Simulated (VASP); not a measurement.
# Al15N15O (a cell with a defect) in VASP: further runs, part 3 of 3

VASP 6.6.1. The steps go on from the part before.

**4. Single point, HSE06**

Contents of POSCAR:

```
Al15N15O
1.0
    6.2595139128      0.0000000578      0.0000000000
   -3.1297570064      5.4208980350      0.0000000000
    0.0000000000      0.0000000000     10.0348065929
Al O N
15 1 15
Direct
    0.3344444416      0.1681316650      0.2524672317
    0.3320808783      0.1704081229      0.7488069592
    0.1678026756      0.3348183807      0.9923735199
    0.3343288596      0.6636800228      0.2579964531
    0.1712912760      0.8272506047      0.4968687277
    0.3316228865      0.6620192489      0.7453748659
    0.1688554797      0.8347776202      1.0018885031
    0.8388419754      0.1681532352      0.2579508056
    0.6755292036      0.3313254798      0.4968860989
    0.8404884624      0.1708237878      0.7453671909
    0.6678454185      0.3338653217      1.0018662521
    0.8341016095      0.6683682068      0.2516134167
    0.6630591988      0.8393721642      0.4973812553
    0.8339098963      0.6686846241      0.7470508156
    0.6667688486      0.8359323102      1.0002873650
    0.3472509116      0.1554523015      0.4334051889
    0.1708407910      0.3317652036      0.1864584202
    0.3367072566      0.1658556465      0.9421940507
    0.1698463768      0.3326848618      0.7131457457
    0.3426769383      0.6848798291      0.4377369792
    0.1677088572      0.8326277355      0.1907042779
    0.3349459605      0.6747120409      0.9410343276
    0.1695235191      0.8359357185      0.6881488392
    0.8175429086      0.1596396894      0.4377038584
    0.6698394532      0.3346684032      0.1906731098
    0.8278278117      0.1675639809      0.9410154519
    0.6668051302      0.3331036394      0.6881825685
    0.8330001204      0.6695119260      0.4399411113
    0.6702504095      0.8322169527      0.1879360731
    0.8336862745      0.6688114991      0.9390133847
    0.6688710375      0.8335128805      0.6919909230
```

Contents of INCAR.step1:

```
PREC = Accurate ; ENCUT = 520
EDIFF = 1E-5 ; ISMEAR = -1
SIGMA = 0.01 ; LREAL = Auto
LASPH = T ; NELM = 120
ALGO = Normal ; ISIF = 2
LWAVE = T ; GGA = PE
NELECT = 128.0 ; NBANDS = 84
GGA_COMPAT = F ; ISYM = -1
```

Contents of INCAR.step2:

```
PREC = Accurate ; ENCUT = 520
EDIFF = 1E-6 ; ISMEAR = -1
SIGMA = 0.01 ; LREAL = Auto
LASPH = T ; NELM = 120
ALGO = Normal ; ISIF = 2
LWAVE = F ; LCHARG = T
GGA = PE ; LHFCALC = T
HFSCREEN = 0.2079 ; PRECFOCK = Fast
LELF = T ; LVHAR = T
ISTART = 1 ; NELECT = 128.0
NBANDS = 84 ; GGA_COMPAT = F
ISYM = -1
```

Contents of KPOINTS:

```
explicit points
1
Reciprocal
  0.25000000   0.25000000   0.25000000 1
```

Potentials or basis: VASP PAW PBE potentials, release 64 (Al, O, N).

Run with:

```console
$ cat potpaw_PBE.64/Al/POTCAR potpaw_PBE.64/O/POTCAR potpaw_PBE.64/N/POTCAR > POTCAR
$ cp INCAR.step1 INCAR
$ mpirun -np 1 vasp_std > vasp.out
$ cp INCAR.step2 INCAR
$ mpirun -np 1 vasp_std > vasp.out
```

OUTCAR:

```text
PREC = Accurate
   ENCUT = 520
   EDIFF = 1E-6
   ISMEAR = -1
   LREAL = Auto
   LASPH = T
   NELM = 120
   ISIF = 2
   GGA = PE
   LHFCALC = T
   HFSCREEN = 0.2079
   PRECFOCK = Fast
   ISTART = 1
   NELECT = 128.0
   ISYM = -1

 ion  position               nearest neighbor table
   1  0.334  0.168  0.252-  16 1.82  17 1.89  25 1.92  21 1.92   5 3.07   9 3.07   7 3.10  11 3.10
                             4 3.10   8 3.10  12 3.13  12 3.13   8 3.16   4 3.16   3 3.17
   2  0.332  0.170  0.749-  19 1.80  23 1.91  27 1.91  18 1.94   3 3.02  10 3.08   6 3.08   7 3.12
                            11 3.12  14 3.13  14 3.13   5 3.14   9 3.14   6 3.18  10 3.18
   3  0.168  0.335  0.992-  18 1.90  22 1.91  26 1.91  17 1.95   2 3.02   6 3.05  10 3.05   7 3.13
                            11 3.13  15 3.13  15 3.13  11 3.13   7 3.13   1 3.17   8 3.21   4 3.21
   4  0.334  0.664  0.258-  20 1.81  17 1.94  21 1.94  29 1.95   5 2.98  13 2.99   8 3.10   1 3.10
                            12 3.11  12 3.15   7 3.15  15 3.15   1 3.16   8 3.16   3 3.21
   5  0.171  0.827  0.497-  20 1.80  16 1.89  23 1.92  28 1.92   4 2.98  13 3.04   6 3.06  12 3.07
                             1 3.07   9 3.10  14 3.11   2 3.14   9 3.16  13 3.22
   6  0.332  0.662  0.745-  19 1.81  31 1.91  23 1.91  22 1.96   3 3.05   5 3.06  13 3.07  10 3.07
                             2 3.08  14 3.12  14 3.14  15 3.14   7 3.15   2 3.18  10 3.19
   7  0.169  0.835  0.002-  22 1.87  18 1.89  21 1.89  30 1.92  12 3.09   1 3.10  15 3.11  11 3.12
                             2 3.12   3 3.13   3 3.13  11 3.14  14 3.14  15 3.15   4 3.15   6 3.15
   8  0.839  0.168  0.258-  24 1.81  17 1.94  25 1.94  29 1.95   9 2.98  13 2.99   4 3.10   1 3.10
                            12 3.11  12 3.15  15 3.15  11 3.15   1 3.16   4 3.16   3 3.21
   9  0.676  0.331  0.497-  24 1.80  16 1.89  27 1.92  28 1.92   8 2.98  13 3.04  10 3.05  12 3.07
[... 15 lines left out ...]
  18  0.337  0.166  0.942-   7 1.89  11 1.89   3 1.90   2 1.94
  19  0.170  0.333  0.713-   2 1.80   6 1.81  10 1.81
  20  0.343  0.685  0.438-   5 1.80   4 1.81  13 1.84
  21  0.168  0.833  0.191-   7 1.89  12 1.91   1 1.92   4 1.94
  22  0.335  0.675  0.941-   7 1.87  15 1.89   3 1.91   6 1.96
  23  0.170  0.836  0.688-   6 1.91   2 1.91  14 1.91   5 1.92
  24  0.818  0.160  0.438-   9 1.80   8 1.81  13 1.84
  25  0.670  0.335  0.191-  11 1.89  12 1.91   1 1.92   8 1.94
  26  0.828  0.168  0.941-  11 1.87  15 1.89   3 1.91  10 1.96
  27  0.667  0.333  0.688-  10 1.91  14 1.91   2 1.91   9 1.92
  28  0.833  0.670  0.440-  12 1.89   9 1.92   5 1.92  13 1.93
  29  0.670  0.832  0.188-  15 1.88  12 1.89   8 1.95   4 1.95
  30  0.834  0.669  0.939-  15 1.91  11 1.92   7 1.92  14 1.93
  31  0.669  0.834  0.692-  14 1.87   6 1.91  10 1.91  13 1.95

IMPORTANT INFORMATION: All symmetrisations will be switched off!
NOSYMM: (Re-)initialisation of all symmetry stuff for point group C_1.

----------------------------------------------------------------------------------------

                                     Primitive cell

  volume of cell :     340.5029

  direct lattice vectors                    reciprocal lattice vectors
     6.259513913  0.000000058  0.000000000     0.159756813  0.092235641  0.000000000
    -3.129757006  5.420898035  0.000000000    -0.000000002  0.184471279  0.000000000
     0.000000000  0.000000000 10.034806593     0.000000000  0.000000000  0.099653141

  length of vectors
     6.259513913  6.259513913 10.034806593     0.184471279  0.184471279  0.099653141

  position of ions in fractional coordinates (direct lattice)
     0.334444442  0.168131665  0.252467232
     0.332080878  0.170408123  0.748806959
     0.167802676  0.334818381  0.992373520
     0.334328860  0.663680023  0.257996453
     0.171291276  0.827250605  0.496868728
     0.331622886  0.662019249  0.745374866
[... 23 lines left out ...]
     0.833686275  0.668811499  0.939013385
[... 59 lines left out ...]
   ISPIN  =      1    spin polarized calculation?
   LNONCOLLINEAR =      F non collinear calculations
   LSORBIT =      F    spin-orbit coupling
   LASPH  =      T    aspherical Exc in radial PAW
   ENCUT  =  520.0 eV  38.22 Ry    6.18 a.u.  11.64 11.64 18.66*2*pi/ulx,y,z
   NELM   =    120;   NELMIN=  2; NELMDL=  0     # of ELM steps
   EDIFF  = 0.1E-05   stopping-criterion for ELM
   LREAL  =      T    real-space projection
   EDIFFG = 0.1E-04   stopping-criterion for IOM
   NSW    =      0    number of steps for IOM
   IBRION =     -1    ionic relax: 0-MD 1-quasi-New 2-CG
   NFREE  =      0    steps in history (QN), initial steepest desc. (CG)
   ISIF   =      2    stress and relaxation
   ISYM   =     -1    0-nonsym 1-usesym 2-fastsym
   POTIM  = 0.5000    time-step for ionic-motion
   TEBEG  =    0.0;   TEEND  =   0.0 temperature during run
   PSTRESS=    0.0 pullay stress
   NELECT =     128.0000    total number of electrons
   NUPDOWN=      -1.0000    fix difference up-down
   EMIN   =  10.00;   EMAX   =-10.00  energy-range for DOS
   EFERMI =   0.00;   METHOD = LEGACY
   ISMEAR =    -1;   SIGMA  =   0.01  broadening in eV -4-tet -1-fermi 0-gaus
   EFERMI_NEDOS =   21; number of points for ismear=-14 and -15
   IALGO  =     38    algorithm
   IMIX   =      1    mixing-type and parameters
     AMIX     =   0.40;   BMIX     =  1.00
     AMIX_MAG =   1.60;   BMIX_MAG =  1.00
  volume/ion in A,a.u.               =      10.98        74.12
  Fermi-wavevector in a.u.,A,eV,Ry     =   1.181511  2.232733 18.993310  1.395969
  Thomas-Fermi vector in A             =   2.317783
   LORBIT       =      0    0 simple, 1 ext, 2 COOP (PROOUT), +10 PAW based schemes
   GGA     = PE    functional components
   LHFCALC =     T    Hartree Fock is set to
   PRECFOCK=fast      Normal, Fast or Accurate (Low or Medium for compatibility)
   ENCUT4O =  -1.0   cutoff for four orbital integrals eV
   NKREDX  =     1    reduce k-point grid by
   NKREDY  =     1    reduce k-point grid by
   NKREDZ  =     1    reduce k-point grid by
   AEXX    =    0.2500 exact exchange contribution
   HFSCREEN=    0.2079 screening length (either q_TF or 0.3 A-1)
   HFSCREENC=   0.2079 screening length for correlation (either q_TF or 0.3 A-1)
   ENCUTFOCK=  -1.0 apply spherical cutoff to Coloumb kernel
   IVDW    =     0    specifies the selected vdW correction
   LEPSILON=     F    determine dielectric tensor
   LRPA    =     F    only Hartree local field effects (RPA)
 non-spin polarized calculation
  energy-cutoff  :      520.00
  volume of cell :      340.50
 maximum number of plane-waves:      9148
 NGX is ok and might be reduce to    48
  NGX = 24; NGY = 24; NGZ = 40

 number of electron     128.0000001 magnetization

 Free energy of the ion-electron system (eV)
  ---------------------------------------------------
  ext. energy  EPLUGINS =         0.00000000
  ---------------------------------------------------
  free energy    TOTEN  =      -258.76162390 eV

  energy without entropy =     -258.76162390  energy(sigma->0) =     -258.76162390

 E-fermi :   5.9424     XC(G=0):  -8.8366

 val. band max:        5.6385553006   @ k =   0.2500   0.2500   0.2500
 cond. band min:      11.2330472771   @ k =   0.2500   0.2500   0.2500
 fundamental gap:      5.5944919765
 Fermi energy:         5.9423873492

 k-point     1 :       0.2500    0.2500    0.2500
  band No.  band energies     occupation
      1     -15.0710      2.00000
      2     -11.6588      2.00000
      3     -11.1338      2.00000
      4     -11.0152      2.00000
      5     -10.9004      2.00000
      6     -10.5965      2.00000
[... 68 lines left out ...]
     75      13.0466      0.00000
     76      13.2084      0.00000
 [bands above 76 left out]

------------------------ aborting loop because EDIFF is reached ----------------------------------------

  FORCE on cell =-STRESS in cart. coord.  units (eV):
  Direction    XX          YY          ZZ          XY          YZ          ZX
  --------------------------------------------------------------------------------------
  -------------------------------------------------------------------------------------
  Total        8.7989702     -1.1234606     12.0643830     -8.6415731      0.4751875     -0.3514440
  in kB       41.4020241     -5.2862486     56.7668560    -40.6614193      2.2359120     -1.6536587
  external PRESSURE =      30.9608772 kB  Pullay stress =       0.0000000 kB

 VOLUME and BASIS-vectors are now :
 -----------------------------------------------------------------------------
  energy-cutoff  :      520.00
  volume of cell :      340.50
      direct lattice vectors                 reciprocal lattice vectors
     6.259513913  0.000000058  0.000000000     0.159756813  0.092235641  0.000000000
    -3.129757006  5.420898035  0.000000000    -0.000000002  0.184471279  0.000000000
     0.000000000  0.000000000 10.034806593     0.000000000  0.000000000  0.099653141

 POSITION                                       TOTAL-FORCE (eV/Angst)
 -----------------------------------------------------------------------------------
      1.56725      0.91142      2.53346        -0.010618      0.008936      0.092709
      1.54533      0.92377      7.51413        -0.055002      0.038382     -0.010940
      0.00246      1.81502      9.95828         0.009256     -0.010788      0.036276
      0.01558      3.59774      2.58894        -0.009754      0.011455      0.070937
     -1.51689      4.48444      4.98598         0.054569      0.021697     -0.006176
      0.00384      3.58874      7.47969         0.004234     -0.046990     -0.003768
[... 23 lines left out ...]
      3.12525      3.62556      9.42282        -0.013634      0.015413      0.014959
      1.57811      4.51839      6.94400         0.004693     -0.005632      0.011959
 -----------------------------------------------------------------------------------
    total drift:                                0.005883      0.004316      0.015344

  FREE ENERGIE OF THE ION-ELECTRON SYSTEM (eV)
  ---------------------------------------------------
  free  energy   TOTEN  =      -258.7616239018 eV

  energy  without entropy=     -258.7616239018  energy(sigma->0) =     -258.76162390
```

Wall time 2.8 min (1 thread of AMD EPYC 9R45 (Zen 5), shared host); peak memory 0.58 GiB.

Results:

| Quantity | Value |
| --- | --- |
| Free energy | -258.7616 eV |
| Largest force | 0.284 eV/Å |

Forces in eV/Å, atoms in the order of the input:
```
Al  -0.011  0.009  0.093
Al  -0.055  0.038 -0.011
Al   0.009 -0.011  0.036
Al  -0.010  0.011  0.071
Al   0.055  0.022 -0.006
Al   0.004 -0.047 -0.004
Al   0.027 -0.008  0.007
Al  -0.016  0.005  0.076
Al   0.004 -0.056 -0.008
Al   0.044  0.028 -0.004
Al   0.027 -0.030  0.006
Al  -0.019  0.013  0.036
Al  -0.035  0.019 -0.026
Al  -0.016  0.014 -0.009
Al   0.001 -0.011  0.017
O    0.200 -0.113 -0.167
N    0.017 -0.011  0.002
N   -0.031  0.018  0.011
N   -0.003 -0.004  0.200
N   -0.029  0.219 -0.122
N    0.002  0.005 -0.029
N   -0.008 -0.011  0.017
N    0.005 -0.019  0.008
N   -0.202 -0.082 -0.124
N   -0.008 -0.003 -0.027
N    0.003  0.021  0.018
N    0.014 -0.002  0.005
N    0.013 -0.008 -0.070
N    0.026 -0.018 -0.024
N   -0.014  0.015  0.015
N    0.005 -0.006  0.012
```

Levels at points of the mesh, in eV from the Fermi level:
```tsv
k point	band 60	band 61	band 62	band 63	band 64	band 65	band 66	band 67	band 68	band 69
(0.25, 0.25, 0.25)	-2.03	-1.95	-1.12	-1.00	-0.30	5.29	5.81	5.95	6.03	6.16
```

Caveat: the cell carries a net charge on a neutralising background, which shifts energy and pressure; the cell is charged against a uniform background, so pressure and absolute levels hang on convention; the PAW data sets were made with another functional, which shifts forces and pressure a little.

**5. Single point, HSE06**

Contents of POSCAR:

```
Al15N15O
1.0
    6.2595139128      0.0000000578      0.0000000000
   -3.1297570064      5.4208980350      0.0000000000
    0.0000000000      0.0000000000     10.0348065929
Al O N
15 1 15
Direct
    0.3278132277      0.1711629180      0.2515751016
    0.3275126723      0.1712930247      0.7507968260
    0.1631916049      0.3355255509      0.9993389519
    0.3451915778      0.6812959606      0.2445993458
    0.1808955972      0.8504441047      0.5022411625
    0.3289555594      0.6571337862      0.7496087600
    0.1672972490      0.8359597377      1.0006126037
    0.8174578882      0.1537854249      0.2443457441
    0.6486094827      0.3179076534      0.5020462069
    0.8415588369      0.1696675748      0.7497291617
    0.6627950196      0.3316195836      1.0005985059
    0.8350267926      0.6641688819      0.2468237638
    0.6881918235      0.8109564066      0.5163661549
    0.8386167704      0.6600798316      0.7527788600
    0.6672585188      0.8314187848      0.9945406424
    0.3285928003      0.1704040557      0.4355658603
    0.1609801460      0.3377014283      0.1984551871
    0.3299938504      0.1687113300      0.9429895494
    0.1663786289      0.3323179440      0.6969153395
    0.4276494209      0.7983120580      0.4246782996
    0.1681208279      0.8378597798      0.1905590557
    0.3311037798      0.6704534317      0.9423433940
    0.1723637387      0.8349302452      0.6886756852
    0.6998902548      0.0706633453      0.4240645472
    0.6611002378      0.3311597290      0.1905218819
    0.8280876040      0.1675511990      0.9424209975
    0.6637845344      0.3260391506      0.6885641167
    0.8462730836      0.6526256485      0.4393219714
    0.6724041208      0.8265867885      0.1821452701
    0.8340644466      0.6646541419      0.9400924085
    0.6719892800      0.8264193443      0.6983938803
```

Contents of INCAR.step1:

```
PREC = Accurate
ENCUT = 520
EDIFF = 1E-5
ISMEAR = -1
SIGMA = 0.01
LREAL = Auto
LASPH = T
NELM = 120
ALGO = Normal
ISIF = 2
LWAVE = T
GGA = PE
NBANDS = 84
GGA_COMPAT = F
ISYM = -1
```

Contents of INCAR.step2:

```
PREC = Accurate
ENCUT = 520
EDIFF = 1E-6
ISMEAR = -1
SIGMA = 0.01
LREAL = Auto
LASPH = T
NELM = 120
ALGO = Normal
ISIF = 2
LWAVE = F
LCHARG = T
GGA = PE
LHFCALC = T
HFSCREEN = 0.2079
PRECFOCK = Fast
LELF = T
LVHAR = T
ISTART = 1
NBANDS = 84
GGA_COMPAT = F
ISYM = -1
```

KPOINTS is that of step 4.

Run with:

```console
$ cat potpaw_PBE.64/Al/POTCAR potpaw_PBE.64/O/POTCAR potpaw_PBE.64/N/POTCAR > POTCAR
$ cp INCAR.step1 INCAR
$ mpirun -np 1 vasp_std > vasp.out
$ cp INCAR.step2 INCAR
$ mpirun -np 1 vasp_std > vasp.out
```

It took 2.9 min on 1 thread of AMD EPYC 9R45 (Zen 5), shared host; peak memory 0.58 GiB.

It converged, with:

```yaml
Free_energy: -271.3551 eV
Pressure: -5.3 GPa
Largest_force: 0.395 eV/Å
Band_gap_on_the_k_mesh: 4.08 eV
```

Forces on the atoms (eV/Å):
```
Al  -0.008  0.005  0.050
Al  -0.058  0.031  0.012
Al   0.014 -0.005 -0.012
Al   0.010  0.073 -0.008
Al   0.034  0.087  0.014
Al  -0.006 -0.053  0.032
Al   0.020  0.008 -0.004
Al  -0.057 -0.046 -0.009
Al  -0.058 -0.073  0.017
Al   0.043  0.033  0.032
Al   0.003 -0.020 -0.003
Al  -0.008  0.001 -0.021
Al  -0.117  0.064 -0.041
Al  -0.019  0.013  0.045
Al   0.000 -0.001  0.030
O    0.267 -0.160 -0.105
N    0.023 -0.014 -0.023
N   -0.001  0.000  0.005
N    0.011 -0.007  0.233
N    0.164  0.359 -0.019
N    0.016 -0.011  0.003
N   -0.003 -0.006  0.003
N   -0.010 -0.011 -0.062
N   -0.225 -0.318  0.003
N    0.018 -0.005 -0.001
N    0.007  0.005 -0.001
N    0.002  0.014 -0.058
N   -0.074  0.046  0.036
N   -0.024  0.011  0.014
N   -0.013  0.003 -0.024
N    0.046 -0.022 -0.137
```

Stress tensor (GPa, compression positive):
```
 -4.26  -5.54   0.80
 -5.54 -10.67  -0.45
  0.80  -0.45  -1.06
```

Levels at points of the mesh, in eV from the valence-band top:
```tsv
k point	band 61	band 62	band 63	band 64	band 65	band 66
(0.25, 0.25, 0.25)	-1.29	-1.14	0.00	4.08	6.25	6.48
```

Caveat: the PAW data sets were made with another functional, which shifts forces and pressure a little.
